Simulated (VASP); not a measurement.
# Mg4TiN (F-43m) in VASP: notebook, part 2 of 2

VASP 6.6.1.

## Step 5: Single point, PBE, collinear spin

This run uses another cell than the first one, of 27.49 Å³/atom.

Contents of INCAR:

```
  PREC = Accurate
  ENCUT = 520
  EDIFF = 1E-6
  ISMEAR = 0
  SIGMA = 0.1
  LREAL = False
  LASPH = True
  NELM = 150
  ALGO = Normal
  ISIF = 2
  LWAVE = False
  LCHARG = False
  ISPIN = 2
  MAGMOM = 0 0 0 0 2.51 0.17
  LORBIT = 11
  LMAXMIX = 4
  GGA = PE
  NBANDS = 26
```

Contents of KPOINTS:

```
regular mesh
0
Gamma
  8 8 8
```

Contents of POSCAR:

```
Mg4TiN
1.0
    0.0000000000      4.3526288944      4.3526288944
    4.3526288944      0.0000000000      4.3526288944
    4.3526288944      4.3526288944      0.0000000000
Mg Ti N
4 1 1
Direct
    0.6208662506      0.1374012483      0.6208662506
    0.6208662506      0.6208662506      0.6208662506
    0.1374012483      0.6208662506      0.6208662506
    0.6208662506      0.6208662506      0.1374012483
    0.2500000000      0.2500000000      0.2500000000
    0.7500000000      0.7500000000      0.7500000000
```

Potentials or basis: VASP PAW PBE potentials, release 64 (Mg, Ti_sv, N).

The run is started by

```bash
cat potpaw_PBE.64/Mg/POTCAR potpaw_PBE.64/Ti_sv/POTCAR potpaw_PBE.64/N/POTCAR > POTCAR
mpirun -np 1 vasp_std > vasp.out
```

OUTCAR:

```text
PREC = Accurate
   ENCUT = 520
   EDIFF = 1E-6
   ISMEAR = 0
   LREAL = False
   LASPH = True
   NELM = 150
   ISIF = 2
   ISPIN = 2
   LORBIT = 11
   GGA = PE

 ion  position               nearest neighbor table
   1  0.621  0.137  0.621-   6 1.95   3 2.98   4 2.98   2 2.98   3 3.18   4 3.18   2 3.18
   2  0.621  0.621  0.621-   6 1.95   3 2.98   4 2.98   1 2.98   1 3.18   4 3.18   3 3.18
   3  0.137  0.621  0.621-   6 1.95   2 2.98   4 2.98   1 2.98   1 3.18   4 3.18   2 3.18
   4  0.621  0.621  0.137-   6 1.95   2 2.98   3 2.98   1 2.98   3 3.18   1 3.18   2 3.18
   5  0.250  0.250  0.250-
   6  0.750  0.750  0.750-   2 1.95   1 1.95   3 1.95   4 1.95

  LATTYP: Found a face centered cubic cell.
 ALAT       =     8.7052577888

  Lattice vectors:

 A1 = (   0.0000000000,   4.3526288944,   4.3526288944)
 A2 = (   4.3526288944,   0.0000000000,   4.3526288944)
 A3 = (   4.3526288944,   4.3526288944,   0.0000000000)

[... 1534 lines left out ...]
      5.40480      5.40480      5.40480        -0.125725     -0.125725     -0.125725
      5.40480      3.30046      3.30046        -0.125725      0.125725      0.125725
      3.30046      3.30046      5.40480         0.125725      0.125725     -0.125725
      2.17631      2.17631      2.17631         0.000000      0.000000      0.000000
      6.52894      6.52894      6.52894         0.000000      0.000000      0.000000
 -----------------------------------------------------------------------------------
    total drift:                                0.000000      0.000000      0.000000

  FREE ENERGIE OF THE ION-ELECTRON SYSTEM (eV)
  ---------------------------------------------------
  free  energy   TOTEN  =       -19.1774576715 eV

  energy  without entropy=      -19.1193795036  energy(sigma->0) =      -19.14841859

 total charge

# of ion       s       p       d       tot
------------------------------------------
    1        0.208   0.149   0.031   0.388
    2        0.208   0.149   0.031   0.388
    3        0.208   0.149   0.031   0.388
    4        0.208   0.149   0.031   0.388
    5        2.184   5.986   1.818   9.988
    6        1.266   2.471   0.000   3.737
--------------------------------------------------
tot          4.282   9.053   1.942  15.278

 magnetization (x)

# of ion       s       p       d       tot
------------------------------------------
    1        0.002   0.003   0.000   0.005
    2        0.002   0.003   0.000   0.005
    3        0.002   0.003   0.000   0.005
    4        0.002   0.003   0.000   0.005
    5       -0.000   0.003  -0.094  -0.090
    6        0.001   0.011   0.000   0.013
--------------------------------------------------
tot          0.008   0.028  -0.093  -0.057
```

OSZICAR:

```text
N       E                     dE             d eps       ncg     rms          rms(c)
DAV:   1     0.152591823798E+03    0.15259E+03   -0.10331E+04  3120   0.788E+02
DAV:   2    -0.198430193380E+01   -0.15458E+03   -0.14722E+03  3380   0.208E+02
DAV:   3    -0.258982574431E+02   -0.23914E+02   -0.23531E+02  4764   0.700E+01
[... 12 lines left out ...]
DAV:  92    -0.191773358292E+02   -0.24415E-03   -0.88155E-04  3324   0.708E-02    0.867E-02
DAV:  93    -0.191773833441E+02   -0.47515E-04   -0.94744E-05  3624   0.261E-02    0.650E-02
DAV:  94    -0.191774229612E+02   -0.39617E-04   -0.78704E-05  3268   0.201E-02    0.508E-02
DAV:  95    -0.191774536205E+02   -0.30659E-04   -0.12631E-04  3364   0.272E-02    0.379E-02
DAV:  96    -0.191774584314E+02   -0.48110E-05   -0.11924E-04  3452   0.262E-02    0.146E-02
DAV:  97    -0.191774576715E+02    0.75988E-06   -0.54265E-06  3302   0.750E-03
   1 F= -.19177458E+02 E0= -.19148419E+02  d E =-.580782E-01  mag=     0.0209
```

stdout:

```text
POSCAR found type information on POSCAR MgTiN
 POSCAR found :  3 types and       6 ions
 scaLAPACK will be used
 LDA part: xc-table for (Slater+PW92), standard interpolation
 POSCAR, INCAR and KPOINTS ok, starting setup
 FFT: planning ... GRIDC
 FFT: planning ... GRID_SOFT
 FFT: planning ... GRID
 WAVECAR not read
 entering main loop
```

Run time: 29 min. Hardware: 1 thread of Intel Xeon Platinum 8259CL at 2.50GHz (Skylake/Cascade Lake), shared host; peak memory 0.54 GiB.

Results:

- Free energy: -19.1775 eV
- Pressure: -0.6 GPa
- Largest force: 0.218 eV/Å
- Net moment: 0.02 μB per cell
- Site moments: Mg +0.01; Ti -0.09; N +0.01 μB
- Valence electrons inside the program's atomic spheres: Mg 0.39; Ti 9.99; N 3.74

Forces in eV/Å, atoms in the order of the input:
```
Mg   0.126 -0.126  0.126
Mg  -0.126 -0.126 -0.126
Mg  -0.126  0.126  0.126
Mg   0.126  0.126 -0.126
Ti   0.000  0.000  0.000
N    0.000  0.000  0.000
```

Levels at points of the mesh, in eV from the Fermi level:
Spin up:
| k point | band 8 | band 9 | band 10 | band 11 | band 12 | band 13 | band 14 | band 15 | band 16 | band 17 |
| --- | --- | --- | --- | --- | --- | --- | --- | --- | --- | --- |
| (0.00, 0.00, 0.00) | -2.95 | -2.95 | -0.38 | -0.38 | -0.38 | -0.22 | -0.22 | 0.65 | 1.80 | 1.80 |
| (0.50, 0.00, 0.00) | -3.06 | -2.83 | -1.28 | -0.24 | -0.24 | 0.12 | 0.12 | 0.31 | 0.80 | 0.80 |
| (0.50, 0.50, 0.00) | -3.21 | -2.34 | -2.17 | -0.33 | -0.03 | 0.04 | 0.04 | 0.20 | 0.86 | 0.86 |
Spin down:
| k point | band 11 | band 12 | band 13 | band 14 | band 15 | band 16 |
| --- | --- | --- | --- | --- | --- | --- |
| (0.00, 0.00, 0.00) | -0.62 | -0.62 | 0.29 | 0.29 | 0.66 | 1.64 |
| (0.50, 0.00, 0.00) | -0.37 | -0.37 | -0.02 | 0.57 | 0.57 | 0.63 |
| (0.50, 0.50, 0.00) | -0.13 | -0.13 | -0.07 | 0.11 | 0.55 | 0.55 |

## Step 6: Summary

```csv
task,cell,k mesh,cutoff (eV),gap on the mesh (eV),pressure (GPa),moment (μB),largest force (eV/Å)
single point,"a = 5.357 Å, angles 60.0°, 6 atoms, atomic positions A",4 × 4 × 4,520,none,33.5,1.02,12.90
single point,"a = 6.133 Å, angles 60.0°, 6 atoms, atomic positions B",4 × 4 × 4,520,none,-0.3,0.04,0.28
relaxation of cell and atoms,"relaxed from a = 5.357 Å, angles 60.0°, 6 atoms, atomic positions A",4 × 4 × 4,600,none,-0.2,0.00,0.02
single point,"a = 6.156 Å, angles 60.0°, 6 atoms, atomic positions B",8 × 8 × 8,520,none,-0.6,0.02,0.22
```

Alike in all rows: level PBE; potentials or basis VASP PAW PBE potentials, release 64 (Mg, Ti_sv, N); spin collinear; smearing gaussian 0.1 eV.

Caveats: the cell stands under pressure (at least some runs); forces of over 1 eV/Å act on the atoms, so gaps and moduli don't describe the material at rest (at least some runs); the volume moved by over 15 % at a fixed basis, so the end points are rough (at least some runs).

Absolute energies hang on the potentials; compare differences alone.
